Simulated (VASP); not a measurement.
Input of a VASP 6.6.1 run:

The input INCAR:

```
  ALGO = Normal
  EDIFF = 1E-7
  ENCUT = 520
  GGA = PE
  ISIF = 2
  ISMEAR = -1
  LASPH = T
  LCHARG = T
  LELF = T
  LREAL = F
  LVHAR = T
  LWAVE = F
  NBANDS = 33
  NELM = 100
  PREC = Accurate
  SIGMA = 0.05
```

KPOINTS

```
k-points
0
Gamma
  10 10 10
```

The input POSCAR:

```
TiO2
1.0
   -1.8985168812      1.8985168812      4.8479407294
    1.8985168812     -1.8985168812      4.8479407294
    1.8985168812      1.8985168812     -4.8479407294
Ti O
2 4
Direct
    0.7500000000      0.2500000000      0.5000000000
    0.0000000000      0.0000000000      0.0000000000
    0.7935333448      0.7935333448      0.0000000000
    0.5435333448      0.0435333448      0.5000000000
    0.9564666552      0.4564666552      0.5000000000
    0.2064666552      0.2064666552      0.0000000000
```

Potentials or basis: VASP PAW PBE potentials, release 64 (Ti_sv, O).

Run with:

```console
$ cat potpaw_PBE.64/Ti_sv/POTCAR potpaw_PBE.64/O/POTCAR > POTCAR
$ mpirun -np 1 vasp_std > vasp.out
```

(1) Estimate the band gap on the k mesh.

(2) Estimate the pressure.

(3) Estimate the largest force.

Results:

(1) 2.12 eV (least direct gap 2.41 eV).

(2) 1.0 GPa.

(3) 0.024 eV/Å.
